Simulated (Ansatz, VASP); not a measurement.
One calculation of Ru, two programs

The input INCAR:

```
ALGO = Normal
DIPOL = 0.5 0.5 0.443
EDIFF = 1E-6
ENCUT = 400
GGA = PE
GGA_COMPAT = False
IDIPOL = 3
ISIF = 2
ISMEAR = 0
IVDW = 12
LASPH = True
LCHARG = True
LDIPOL = True
LELF = True
LREAL = False
LVACPOTAV = True
LVHAR = True
LWAVE = False
NBANDS = 126
NELM = 120
NELMDL = -8
PREC = Accurate
SIGMA = 0.1
```

File KPOINTS:

```
k-points
0
Gamma
  4 4 1
```

File POSCAR:

```
Ru
1.0
    5.3951895500      0.0000000000      0.0000000000
   -2.6975947750      4.6723712085      0.0000000000
    0.0000000000      0.0000000000     25.2678269957
Ru
16
Direct
    0.3333333333      0.1666666667      0.3166081516
    0.3333333333      0.6666666667      0.3166081516
    0.8333333333      0.1666666667      0.3166081516
    0.8333333333      0.6666666667      0.3166081516
    0.1666666667      0.3333333333      0.4010201985
    0.1666666667      0.8333333333      0.4010201985
    0.6666666667      0.3333333333      0.4010201985
    0.6666666667      0.8333333333      0.4010201985
    0.3335428920      0.1663285010      0.4844680085
    0.3333965655      0.6675821767      0.4845011650
    0.8341458147      0.1673099942      0.4850696656
    0.8348817815      0.6677344345      0.4844060308
    0.1678563592      0.3342403772      0.5704917802
    0.1673978910      0.8340602453      0.5680883479
    0.6675585753      0.3344125145      0.5704544241
    0.6672975015      0.8339852930      0.5704785273
```

Input for Ansatz:

```yaml
crystal:
  lattice:
    - [5.39518955, 0.0, 0.0]
    - [-2.697594775, 4.6723712085, 0.0]
    - [0.0, 0.0, 25.2678269957]
  atoms:
    - { symbol: Ru, position: [0.3333333333, 0.1666666667, 0.3166081516] }
    - { symbol: Ru, position: [0.3333333333, 0.6666666667, 0.3166081516] }
    - { symbol: Ru, position: [0.8333333333, 0.1666666667, 0.3166081516] }
    - { symbol: Ru, position: [0.8333333333, 0.6666666667, 0.3166081516] }
    - { symbol: Ru, position: [0.1666666667, 0.3333333333, 0.4010201985] }
    - { symbol: Ru, position: [0.1666666667, 0.8333333333, 0.4010201985] }
    - { symbol: Ru, position: [0.6666666667, 0.3333333333, 0.4010201985] }
    - { symbol: Ru, position: [0.6666666667, 0.8333333333, 0.4010201985] }
    - { symbol: Ru, position: [0.333542892, 0.166328501, 0.4844680085] }
    - { symbol: Ru, position: [0.3333965655, 0.6675821767, 0.484501165] }
    - { symbol: Ru, position: [0.8341458147, 0.1673099942, 0.4850696656] }
    - { symbol: Ru, position: [0.8348817815, 0.6677344345, 0.4844060308] }
    - { symbol: Ru, position: [0.1678563592, 0.3342403772, 0.5704917802] }
    - { symbol: Ru, position: [0.167397891, 0.8340602453, 0.5680883479] }
    - { symbol: Ru, position: [0.6675585753, 0.3344125145, 0.5704544241] }
    - { symbol: Ru, position: [0.6672975015, 0.833985293, 0.5704785273] }
basis:
  ecutwfc: 420
kpoints:
  mp_grid: { grid: [4, 4, 1] }
hamiltonian:
  xc: pbe
  dispersion: d3bj
scf:
  occupations: { method: gaussian, width: 0.1 }
output:
  forces: true
  eigenvalues: true
  write_density: true
  volumetric_format: npy
efield:
  axis: 3
  dipole_correction: true
  ramp_width: 0.04
```

Alike in both runs: task single point; functional PBE; dispersion D3(BJ); k mesh 4 × 4 × 1; occupations gaussian, width 0.1 eV; no spin polarisation.

|  | VASP | Ansatz |
| --- | --- | --- |
| version | VASP 6.6.1 | Ansatz 0.2.0 |
| potentials or method | VASP PAW PBE potentials, release 64 (Ru_pv), cutoff 400 eV | scalar-relativistic, plane waves, PAW |
| valence electrons in the cell | 224 | 256 |

|  | VASP | Ansatz | Ansatz less VASP |
| --- | --- | --- | --- |
| gap on the k mesh at the Fermi level (eV) | none | none | - |
| rms of the force components (eV/Å) | 0.448 | 0.448 | +0.0001 |
| work function, face that differs most (eV) | 5.06 | 5.07 | +0.004 |

Atom by atom the forces differ by 0.003 eV/Å (rms over components). A gap of «none» marks a metal or a gap that the smearing closes. VASP's potentials hold 224 valence electrons a cell and Ansatz's 256, so a difference there can come from the potentials and not from the codes.
